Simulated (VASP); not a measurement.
# Fe2O3 (R-3c) in VASP: single point with PBE

Aim: the single point of Fe2O3 with PBE.

Program: VASP 6.6.1. These are calculated values, not measurements. Logs are shortened: lines on timing, memory, paths and dates and some standing lists are left out, and cuts for length are marked.

## Step 1: The cell of the first run

It takes space group R-3c (No. 167, trigonal). Conventional cell: a = 5.038 Å, b = 5.038 Å, c = 13.772 Å, α = 90.00°, β = 90.00°, γ = 120.00°. Within 2.6 Å of Fe (site symmetry 3) lie 6 O at 1.95 to 2.12 Å. Within 2.9 Å of O (site symmetry 2) lie 4 Fe at 1.95 to 2.12 Å and 8 O at 2.67 to 2.89 Å.

## Step 2: Single point, PBE, collinear spin, antiferromagnetic start

Input file INCAR:

```
SYSTEM = Fe2O3
PREC = Accurate ; ENCUT = 520
EDIFF = 1E-6 ; ISMEAR = -1
SIGMA = 0.05 ; LREAL = .False.
LASPH = .True. ; NELM = 150
ALGO = Normal ; ISIF = 2
LWAVE = .False. ; LCHARG = .True.
ISPIN = 2 ; MAGMOM = 4 -4 4 -4 0 0 0 0 0 0
LORBIT = 11 ; LMAXMIX = 4
GGA = PE ; LELF = .True.
LVHAR = .True. ; NBANDS = 49
```

Input file KPOINTS:

```
Automatic mesh
0
Gamma
  5 5 5
  0 0 0
```

Input file POSCAR:

```
Fe2O3
1.0
    2.5190000000      1.4543453300      4.5906666700
   -2.5190000000      1.4543453300      4.5906666700
    0.0000000000     -2.9086906600      4.5906666700
Fe O
4 6
Direct
    0.3553000000      0.3553000000      0.3553000000
    0.1447000000      0.1447000000      0.1447000000
    0.6447000000      0.6447000000      0.6447000000
    0.8553000000      0.8553000000      0.8553000000
    0.5559000000      0.9441000000      0.2500000000
    0.2500000000      0.5559000000      0.9441000000
    0.9441000000      0.2500000000      0.5559000000
    0.4441000000      0.0559000000      0.7500000000
    0.7500000000      0.4441000000      0.0559000000
    0.0559000000      0.7500000000      0.4441000000
```

Potentials or basis: VASP PAW PBE potentials, release 64 (Fe, O).

On the command line:

```
> cat potpaw_PBE.64/Fe/POTCAR potpaw_PBE.64/O/POTCAR > POTCAR
> mpirun -np 1 vasp_std > vasp.out
```

OUTCAR:

```text
SYSTEM = Fe2O3
   PREC = Accurate
   ENCUT = 520
   EDIFF = 1E-6
   ISMEAR = -1
   LREAL = .False.
   LASPH = .True.
   NELM = 150
   ISIF = 2
   ISPIN = 2
   LORBIT = 11
   GGA = PE

 ion  position               nearest neighbor table
   1  0.355  0.355  0.355-  10 1.95   8 1.95   9 1.95   5 2.12   6 2.12   7 2.12   2 2.90   3 2.97
                             3 2.97   3 2.97
   2  0.145  0.145  0.145-   9 1.95   8 1.95  10 1.95   5 2.12   7 2.12   6 2.12   1 2.90   4 2.97
                             4 2.97   4 2.97
   3  0.645  0.645  0.645-   7 1.95   5 1.95   6 1.95   8 2.12   9 2.12  10 2.12   4 2.90   1 2.97
                             1 2.97   1 2.97
   4  0.855  0.855  0.855-   6 1.95   5 1.95   7 1.95   8 2.12  10 2.12   9 2.12   3 2.90   2 2.97
                             2 2.97   2 2.97
   5  0.556  0.944  0.250-   3 1.95   4 1.95   1 2.12   2 2.12
   6  0.250  0.556  0.944-   4 1.95   3 1.95   1 2.12   2 2.12
   7  0.944  0.250  0.556-   3 1.95   4 1.95   2 2.12   1 2.12
   8  0.444  0.056  0.750-   1 1.95   2 1.95   3 2.12   4 2.12
   9  0.750  0.444  0.056-   2 1.95   1 1.95   3 2.12   4 2.12
  10  0.056  0.750  0.444-   1 1.95   2 1.95   4 2.12   3 2.12

  LATTYP: Found a trigonal (rhomboedric) cell.
 ALAT       =     5.4345838676
 COS(alpha) =     0.5703114898

  Lattice vectors:

 A1 = (   2.5190000000,   1.4543453300,   4.5906666700)
 A2 = (  -2.5190000000,   1.4543453300,   4.5906666700)
 A3 = (   0.0000000000,  -2.9086906600,   4.5906666700)

Analysis of symmetry for initial positions (statically):
=====================================================================
 Subroutine PRICEL returns:
 Original cell was already a primitive cell.

 Routine SETGRP: Setting up the symmetry group for a
 trigonal (rhombohedral) supercell.

 Subroutine GETGRP returns: Found 12 space group operations
 (whereof  6 operations were pure point group operations)
 out of a pool of 12 trial point group operations.

The static configuration has the point symmetry S_6 .
 The point group associated with its full space group is D_3d.

Analysis of symmetry for dynamics (positions and initial velocities):
=====================================================================
 Subroutine PRICEL returns:
 Original cell was already a primitive cell.

 Routine SETGRP: Setting up the symmetry group for a
 trigonal (rhombohedral) supercell.

 Subroutine GETGRP returns: Found 12 space group operations
 (whereof  6 operations were pure point group operations)
 out of a pool of 12 trial point group operations.

The dynamic configuration has the point symmetry S_6 .
[... 177 lines left out ...]
 cond. band min:       4.5877611489   @ k =  -0.4000   0.2000   0.0000
 fundamental gap:      0.6097212531
 Fermi energy:         4.2615303078

 spin component 1

 k-point     1 :       0.0000    0.0000    0.0000
  band No.  band energies     occupation
      1     -15.4540      1.00000
      2     -13.9427      1.00000
      3     -13.8497      1.00000
      4     -13.8497      1.00000
      5     -13.8302      1.00000
      6     -13.8302      1.00000
[... 920 lines left out ...]
     45      11.3513      0.00000
     46      11.7590      0.00000
 Fermi energy:         4.2615303078

 spin component 2

 k-point     1 :       0.0000    0.0000    0.0000
  band No.  band energies     occupation
      1     -15.4540      1.00000
      2     -13.9427      1.00000
      3     -13.8497      1.00000
      4     -13.8497      1.00000
      5     -13.8302      1.00000
      6     -13.8302      1.00000
[... 920 lines left out ...]
     45      11.3513      0.00000
     46      11.7590      0.00000
 [bands above 46 left out]

------------------------ aborting loop because EDIFF is reached ----------------------------------------

  FORCE on cell =-STRESS in cart. coord.  units (eV):
  Direction    XX          YY          ZZ          XY          YZ          ZX
  --------------------------------------------------------------------------------------
  -------------------------------------------------------------------------------------
  Total       -1.4029869     -1.4029869      0.2688486     -0.0000000     -0.0000000      0.0000000
  in kB      -22.2762194    -22.2762195      4.2686998     -0.0000000     -0.0000000      0.0000000
  external PRESSURE =     -13.4279130 kB  Pullay stress =       0.0000000 kB

 VOLUME and BASIS-vectors are now :
 -----------------------------------------------------------------------------
  energy-cutoff  :      520.00
  volume of cell :      100.91
      direct lattice vectors                 reciprocal lattice vectors
     2.519000000  1.454345330  4.590666670     0.198491465  0.114599101  0.072611095
    -2.519000000  1.454345330  4.590666670    -0.198491465  0.114599101  0.072611095
     0.000000000 -2.908690660  4.590666670     0.000000000 -0.229198201  0.072611095

 POSITION                                       TOTAL-FORCE (eV/Angst)
 -----------------------------------------------------------------------------------
      0.00000      0.00000      4.89319        -0.000000     -0.000000      0.183401
      0.00000      0.00000      1.99281        -0.000000      0.000000     -0.183401
      0.00000      0.00000      8.87881        -0.000000      0.000000     -0.183401
      0.00000      0.00000     11.77919        -0.000000      0.000000      0.183401
     -0.97788      1.45435      8.03367         0.223233      0.000000      0.000000
     -0.77056     -1.57404      8.03367        -0.111617      0.193325      0.000000
      1.74844      0.11969      8.03367        -0.111617     -0.193325      0.000000
      0.97788     -1.45435      5.73833        -0.223233     -0.000000      0.000000
      0.77056      1.57404      5.73833         0.111617     -0.193325      0.000000
     -1.74844     -0.11969      5.73833         0.111617      0.193325      0.000000
 -----------------------------------------------------------------------------------
    total drift:                               -0.000000     -0.000000     -0.000000

  FREE ENERGIE OF THE ION-ELECTRON SYSTEM (eV)
  ---------------------------------------------------
  free  energy   TOTEN  =       -75.5171704241 eV

  energy  without entropy=      -75.5163495400  energy(sigma->0) =      -75.51675998

 total charge

# of ion       s       p       d       tot
------------------------------------------
    1        0.364   0.518   5.961   6.843
    2        0.364   0.518   5.961   6.843
    3        0.364   0.518   5.961   6.843
    4        0.364   0.518   5.961   6.843
    5        1.571   3.421   0.000   4.993
    6        1.571   3.421   0.000   4.993
    7        1.571   3.421   0.000   4.993
    8        1.571   3.421   0.000   4.993
    9        1.571   3.421   0.000   4.993
   10        1.571   3.421   0.000   4.993
--------------------------------------------------
tot         10.883  22.599  23.845  57.327

 magnetization (x)

# of ion       s       p       d       tot
------------------------------------------
    1        0.008   0.010   3.530   3.548
    2       -0.008  -0.010  -3.530  -3.548
    3        0.008   0.010   3.530   3.548
    4       -0.008  -0.010  -3.530  -3.548
    5        0.000   0.000   0.000   0.000
    6        0.000   0.000   0.000   0.000
    7        0.000   0.000   0.000   0.000
    8        0.000   0.000   0.000   0.000
    9        0.000   0.000   0.000   0.000
   10        0.000   0.000   0.000   0.000
--------------------------------------------------
tot          0.000   0.000   0.000   0.000
```

stdout:

```text
POSCAR found type information on POSCAR FeO
 POSCAR found :  2 types and      10 ions
 scaLAPACK will be used
 LDA part: xc-table for (Slater+PW92), standard interpolation
 POSCAR, INCAR and KPOINTS ok, starting setup
 FFT: planning ... GRIDC
 FFT: planning ... GRID_SOFT
 FFT: planning ... GRID
 WAVECAR not read
 entering main loop
```

Run time: 3 min. Hardware: 1 thread of Intel Xeon 6975P-C (Granite Rapids), shared host; peak memory 0.36 GiB.

What came out:

```
Free energy                                           : -75.5172 eV
Pressure                                              : -1.3 GPa
Largest force                                         : 0.223 eV/Å
Band gap on the k mesh                                : 0.61 eV
Net moment                                            : 0.00 μB per cell
Site moments                                          : Fe +3.55, -3.55 (each value once); O +0.00 μB
Valence electrons inside the program's atomic spheres : Fe 6.84; O 4.99
```

Forces in eV/Å, atoms in the order of the input:
```
Fe   0.000  0.000  0.183
Fe   0.000  0.000 -0.183
Fe   0.000  0.000 -0.183
Fe   0.000  0.000  0.183
O    0.223  0.000  0.000
O   -0.112  0.193  0.000
O   -0.112 -0.193  0.000
O   -0.223  0.000  0.000
O    0.112 -0.193  0.000
O    0.112  0.193  0.000
```

Levels at points of the mesh, in eV from the valence-band top:
Spin up:
| k point | band 31 | band 32 | band 33 | band 34 | band 35 | band 36 | band 37 | band 38 |
| --- | --- | --- | --- | --- | --- | --- | --- | --- |
| (0.00, 0.00, 0.00) | -0.66 | -0.66 | -0.36 | -0.36 | 0.80 | 1.12 | 1.16 | 1.16 |
Spin down:
```csv
k point,band 30,band 31,band 32,band 33,band 34,band 35,band 36,band 37,band 38,band 39
"(0.00, 0.00, 0.00)",-1.49,-0.66,-0.66,-0.36,-0.36,0.80,1.12,1.16,1.16,1.17
```

Caveat: an odd mesh through Γ misses points on the zone boundary, where band edges can lie. As with any semilocal functional, this PBE gap is likely too small.
